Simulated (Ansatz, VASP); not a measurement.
**One calculation of Al, two programs**

Contents of POSCAR:

```
Al
1.0
    2.6676820717      0.0000000000      0.0000000000
   -1.3338410358      2.3102804434      0.0000000000
    0.0000000000      0.0000000000      4.5718536054
Al
2
Direct
    0.6666666667      0.3333333333      0.7500000000
    0.3333333333      0.6666666667      0.2500000000
```

INCAR.step1

```
SYSTEM = Al
PREC     = Accurate       ! precision mode
ENCUT    = 520            ! plane-wave cutoff, eV
ISMEAR   = 0              ! smearing method
SIGMA    = 0.15           ! smearing width, eV
LREAL    = .False.        ! projectors in reciprocal space
LASPH    = .True.         ! aspherical terms in the spheres
NELM     = 80             ! most SCF steps
NBANDS   = 10             ! bands
GGA      = PE             ! functional
ALGO     = Normal         ! electronic algorithm
EDIFF    = 1E-4           ! SCF threshold, eV
LWAVE    = .True.         ! write WAVECAR
LCHARG   = .False.        ! write CHGCAR
```

File INCAR.step2:

```
SYSTEM = Al
PREC     = Accurate       ! precision mode
ENCUT    = 520            ! plane-wave cutoff, eV
EDIFF    = 1E-6           ! SCF threshold, eV
ISMEAR   = 0              ! smearing method
SIGMA    = 0.15           ! smearing width, eV
LREAL    = .False.        ! projectors in reciprocal space
LASPH    = .True.         ! aspherical terms in the spheres
NELM     = 80             ! most SCF steps
ALGO     = Normal         ! electronic algorithm
ISIF     = 2              ! what is computed and relaxed
LWAVE    = .False.        ! write WAVECAR
LCHARG   = .False.        ! write CHGCAR
METAGGA  = R2SCAN         ! meta-GGA
LMIXTAU  = .True.       
NBANDS   = 10             ! bands
ISTART   = 1
```

Contents of KPOINTS:

```
Automatic mesh
0
Gamma
  24 24 14
  0 0 0
```

Input for Ansatz:

```yaml
crystal:
  lattice:
    - [2.6676820717, 0.0, 0.0]
    - [-1.3338410358, 2.3102804434, 0.0]
    - [0.0, 0.0, 4.5718536054]
  atoms:
    - { symbol: Al, position: [0.6666666667, 0.3333333333, 0.75] }
    - { symbol: Al, position: [0.3333333333, 0.6666666667, 0.25] }
basis:
  ecutwfc: 500
kpoints:
  mp_grid: { grid: [24, 24, 14] }
hamiltonian:
  xc: r2scan
scf:
  occupations: { method: gaussian, width: 0.15 }
output:
  forces: true
  stress: true
  eigenvalues: true
  write_density: true
  write_potential: true
  elf: true
  volumetric_format: npy
```

Change from the starting cell: strain -0.050 along x and y, -0.025 along z, atoms carried along.

Alike in both runs: task single point; functional r2SCAN; k mesh 24 × 24 × 14; occupations gaussian, width 0.15 eV; no spin polarisation.

```csv
,VASP,Ansatz
version,VASP 6.6.1,Ansatz 0.2.0
potentials or method,"VASP PAW PBE potentials, release 64 (Al), cutoff 520 eV","scalar-relativistic, plane waves, PAW"
valence electrons in the cell,6,6
```

VASP gave:

* gap on the k mesh at the Fermi level (eV): none
* pressure (GPa): 14.9
* traceless stress, the component that is largest in VASP (GPa): -4.57

**Question.** Estimate Ansatz's values.

**Answer.** gap on the k mesh at the Fermi level (eV): none; pressure (GPa): 15.3; traceless stress, the component that is largest in VASP (GPa): -4.58.

VASP's potentials were made for PBE, not for r2SCAN. A gap of «none» marks a metal or a gap that the smearing closes. The functional is the same, so the differences come from potentials, cutoffs and numerics.
